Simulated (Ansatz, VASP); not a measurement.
# AlAs: VASP beside Ansatz

```xyz
2
Lattice="0.0000 2.8670 2.8670 2.8670 0.0000 2.8670 2.8670 2.8670 0.0000" Properties=species:S:1:pos:R:3 pbc="T T T"
Al    0.0000    0.0000    0.0000
As    1.4335    1.4335    1.4335
```

Alike in both runs: task single point; functional r2SCAN; k mesh 6 × 6 × 6; no spin polarisation.

```csv
,VASP,Ansatz
version,VASP 6.6.1,Ansatz 0.2.0
potentials or method,"VASP PAW PBE potentials, release 64 (Al, As)","plane waves, PAW"
plane-wave cutoff (eV),550,500
occupations,"gaussian, width 0.01 eV",fixed
valence electrons in the cell,8,18
```

|  | VASP | Ansatz | Ansatz less VASP |
| --- | --- | --- | --- |
| gap on the k mesh at the Fermi level (eV) | 1.85 | 1.85 | +0.008 |
| pressure (GPa) | -2.1 | -2.1 | +0.05 |

VASP's potentials were made for PBE, not for r2SCAN. VASP's potentials hold 8 valence electrons a cell and Ansatz's 18, so a difference there can come from the potentials and not from the codes.
